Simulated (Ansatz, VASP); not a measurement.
# One calculation of Pd, two programs

The input INCAR:

```
PREC = Accurate ; ENCUT = 520
EDIFF = 1E-6 ; ISMEAR = -1
SIGMA = 0.1 ; LREAL = False
LASPH = True ; NELM = 150
ALGO = Normal ; ISIF = 2
LWAVE = False ; LCHARG = False
MAGMOM = 0 0 0 ; LORBIT = 11
LSORBIT = True ; GGA_COMPAT = False
LORBMOM = True ; LMAXMIX = 4
GGA = CA ; NBANDS = 21
```

KPOINTS

```
Automatic mesh
0
Gamma
  14 14 14
```

Contents of POSCAR:

```
Pd
1.0
    0.0000000000      1.9211411159      1.9211411159
    1.9211411159      0.0000000000      1.9211411159
    1.9211411159      1.9211411159      0.0000000000
Pd
1
Direct
    0.0000000000      0.0000000000      0.0000000000
```

Input for Ansatz:

```yaml
crystal:
  lattice:
    - [0.0, 1.9211411159, 1.9211411159]
    - [1.9211411159, 0.0, 1.9211411159]
    - [1.9211411159, 1.9211411159, 0.0]
  atoms:
    - { symbol: Pd, position: [0.0, 0.0, 0.0] }
hamiltonian:
  xc: lda
  pseudopotentials:
    kind: paw_fr
    azcp:
      Pd: "pseudopotentials/Pd.paw.azcp"
basis:
  ecutwfc: 420
  fft_grid_basis: typed
kpoints:
  mp_grid: { grid: [14, 14, 14], shift: [0, 0, 0] }
magnetization:
  noncollinear: true
  spin_orbit: true
scf:
  occupations: { method: fermi_dirac, width: 0.1 }
```

Alike in both runs: task single point; functional LDA; k mesh 14 × 14 × 14; occupations fermi-dirac, width 0.1 eV; non-collinear spin, spin-orbit coupling.

```csv
,VASP,Ansatz
version,VASP 6.6.1,Ansatz 0.2.0
potentials or method,"VASP PAW LDA potentials, release 64 (Pd), cutoff 520 eV","plane waves (420 eV) with PAW, fully relativistic with spin-orbit coupling"
valence electrons in the cell,10,18
```

```csv
,VASP,Ansatz,Ansatz less VASP
net moment per atom (μB),0.00,0.00,0.000
```

Ansatz warns that its potentials were made for another functional, while VASP's fit it. LDA's correlation is that of Perdew and Zunger in VASP and of Perdew and Wang (1992) in Ansatz. VASP's potentials hold 10 valence electrons a cell and Ansatz's 18, so a difference there can come from the potentials and not from the codes.
